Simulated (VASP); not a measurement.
# TaN (I4/mmm) in VASP: a series of runs, part 2 of 2

VASP 6.6.1.

### Step 5. Single point, PBEsol

This run uses another cell than the first one, of the same volume but with other edges.

Contents of INCAR:

```
  PREC = Accurate
  ENCUT = 520
  EDIFF = 1E-6
  ISMEAR = 0
  SIGMA = 0.15
  LREAL = False
  LASPH = True
  NELM = 60
  ALGO = Normal
  ISIF = 2
  LWAVE = False
  LCHARG = True
  GGA = PS
  LELF = True
  LVHAR = True
  NBANDS = 15
```

Contents of KPOINTS:

```
regular mesh
0
Gamma
  20 20 20
```

Contents of POSCAR:

```
TaN
1.0
    0.0000000000      2.0505175069      2.4606210083
    2.0505175069      0.0000000000      2.4606210083
    2.0505175069      2.0505175069      0.0000000000
Ta N
1 1
Direct
    0.5000000000      0.5000000000      0.5000000000
    0.0000000000      0.0000000000      0.0000000000
```

Potentials or basis: VASP PAW PBE potentials, release 64 (Ta_pv, N).

The run is started by

```console
$ cat potpaw_PBE.64/Ta_pv/POTCAR potpaw_PBE.64/N/POTCAR > POTCAR
$ mpirun -np 1 vasp_std > vasp.out
```

OUTCAR:

```text
PREC = Accurate
   ENCUT = 520
   EDIFF = 1E-6
   ISMEAR = 0
   LREAL = False
   LASPH = True
   NELM = 60
   ISIF = 2
   GGA = PS

 ion  position               nearest neighbor table
   1  0.500  0.500  0.500-   2 2.05   2 2.05   2 2.05   2 2.05   2 2.46   2 2.46
   2  0.000  0.000  0.000-   1 2.05   1 2.05   1 2.05   1 2.05   1 2.46   1 2.46

  LATTYP: Found a body centered tetragonal cell.
 ALAT       =     2.8998696681
 C/A-ratio  =     1.6970562749

  Lattice vectors:

 A1 = (  -2.0505175069,   0.0000000000,   2.4606210083)
[... 610 lines left out ...]
     11      12.2674      0.00000
     12      16.5281      0.00000
     13      19.0194      0.00000
     14      21.5088      0.00000
     15      22.2592      0.00000

 [... further k-points ...]
[... 5 lines left out ...]
  --------------------------------------------------------------------------------------
  -------------------------------------------------------------------------------------
  Total        7.2430667      7.2430667     -1.9739743      0.0000000      0.0000000      0.0000000
  in kB      560.8301890    560.8301890   -152.8447059      0.0000000      0.0000000      0.0000000
  external PRESSURE =     322.9385574 kB  Pullay stress =       0.0000000 kB

 VOLUME and BASIS-vectors are now :
 -----------------------------------------------------------------------------
  energy-cutoff  :      520.00
  volume of cell :       20.69
      direct lattice vectors                 reciprocal lattice vectors
     0.000000000  2.050517507  2.460621008    -0.243840883  0.243840883  0.203200736
     2.050517507  0.000000000  2.460621008     0.243840883 -0.243840883  0.203200736
     2.050517507  2.050517507  0.000000000     0.243840883  0.243840883 -0.203200736

 POSITION                                       TOTAL-FORCE (eV/Angst)
 -----------------------------------------------------------------------------------
      2.05052      2.05052      2.46062         0.000000     -0.000000      0.000000
      0.00000      0.00000      0.00000        -0.000000      0.000000      0.000000
 -----------------------------------------------------------------------------------
    total drift:                                0.000000     -0.000000     -0.000000

  FREE ENERGIE OF THE ION-ELECTRON SYSTEM (eV)
  ---------------------------------------------------
  free  energy   TOTEN  =       -22.5723618838 eV

  energy  without entropy=      -22.5622936414  energy(sigma->0) =      -22.56732776
```

stdout:

```text
POSCAR found type information on POSCAR TaN
 POSCAR found :  2 types and       2 ions
 scaLAPACK will be used
 -----------------------------------------------------------------------------
|                                                                             |
|                                                                             |
|     You enforced a specific xc type in the INCAR file but a different       |
|     I HOPE YOU KNOW WHAT YOU ARE DOING!                                     |
|                                                                             |
 -----------------------------------------------------------------------------

 LDA part: xc-table for (Slater+PW92), standard interpolation
 POSCAR, INCAR and KPOINTS ok, starting setup
 FFT: planning ... GRIDC
 FFT: planning ... GRID_SOFT
 FFT: planning ... GRID
 WAVECAR not read
 entering main loop
```

Run time: 2.5 min. Hardware: 1 thread of Intel Xeon Platinum 8259CL at 2.50GHz (Skylake/Cascade Lake), shared host; peak memory 0.31 GiB.

What came out:

- Free energy: -22.5724 eV
- Pressure: 32.3 GPa
- Band gap on the k mesh: zero (bands 8 and 9 overlap by 4.93 eV)

Caveat: the cell stands under pressure; the PAW data sets were made with another functional, which shifts forces and pressure a little; spin-orbit coupling is left out, which moves the levels of the heavy elements.

### Step 6. Single point, PBEsol

This run uses another cell than the first one, of the same volume but with other edges.

Contents of INCAR:

```
PREC = Accurate
ENCUT = 520
EDIFF = 1E-6
ISMEAR = 0
SIGMA = 0.15
LREAL = F
LASPH = T
NELM = 100
ALGO = Normal
ISIF = 2
LWAVE = F
LCHARG = T
GGA = PS
LELF = T
LVHAR = T
NBANDS = 15
```

Contents of KPOINTS:

```
Automatic mesh
0
Gamma
  20 20 20
```

Contents of POSCAR:

```
TaN
1.0
    0.0000000000      2.3671495483      1.8463766477
    2.3671495483      0.0000000000      1.8463766477
    2.3671495483      2.3671495483      0.0000000000
Ta N
1 1
Direct
    0.5000000000      0.5000000000      0.5000000000
    0.0000000000      0.0000000000      0.0000000000
```

Potentials or basis: VASP PAW PBE potentials, release 64 (Ta_pv, N).

The run is started by

```console
$ cat potpaw_PBE.64/Ta_pv/POTCAR potpaw_PBE.64/N/POTCAR > POTCAR
$ mpirun -np 1 vasp_std > vasp.out
```

It took 2.7 min on 1 thread of Intel Xeon Platinum 8259CL at 2.50GHz (Skylake/Cascade Lake), shared host; peak memory 0.32 GiB.

Results (log left out):

- Free energy: -20.9514 eV
- Pressure: 69.4 GPa
- Band gap on the k mesh: zero (bands 8 and 9 overlap by 4.65 eV)

Stress tensor (GPa, compression positive):
```
-10.99   0.00   0.00
  0.00 -10.99   0.00
  0.00   0.00 230.04
```

Levels at points of the mesh, in eV from the Fermi level:
```
           k point  band 5  band 6  band 7  band 8  band 9  band 10  band 11  band 12
(0.00, 0.00, 0.00)   -4.20   -4.20   -2.88   -2.48   -2.48    -2.01    -1.51     0.31
(0.50, 0.00, 0.00)  -10.47   -8.39   -8.23    1.04    3.63     4.18     4.33     5.51
(0.50, 0.50, 0.00)   -5.82   -5.33   -5.33   -3.64    3.07     3.50     3.50     5.57
(0.50, 0.00, 0.50)   -7.19   -4.84   -4.64   -2.49   -0.01     2.50     4.38     5.79
```

Caveat: the cell stands under pressure; the PAW data sets were made with another functional, which shifts forces and pressure a little; spin-orbit coupling is left out, which moves the levels of the heavy elements.

### Step 7. Summary

| cell | gap on the mesh (eV) | pressure (GPa) |
| --- | --- | --- |
| a = 2.996, b = 2.996, c = 3.459 Å, angles 54.7, 54.7, 70.5°, 2 atoms | none | 129.6 |
| a = 3.362, b = 3.362, c = 2.746 Å, angles 65.9, 65.9, 48.2°, 2 atoms | none | 89.6 |
| a = 3.019, b = 3.019, c = 3.253 Å, angles 57.4, 57.4, 65.2°, 2 atoms | none | 32.2 |
| a = 3.203, b = 3.203, c = 2.900 Å, angles 63.1, 63.1, 53.8°, 2 atoms | none | 32.3 |
| a = 3.002, b = 3.002, c = 3.348 Å, angles 56.1, 56.1, 67.8°, 2 atoms | none | 69.4 |

Alike in all rows: task single point; level PBEsol; potentials or basis VASP PAW PBE potentials, release 64 (Ta_pv, N); no spin polarisation; k mesh 20 × 20 × 20; cutoff (eV) 520; smearing gaussian 0.15 eV.

Caveats: the cell stands under pressure; the PAW data sets were made with another functional, which shifts forces and pressure a little; spin-orbit coupling is left out, which moves the levels of the heavy elements.

Total energies depend on the potentials used, so only differences within one code and one set of settings carry meaning.
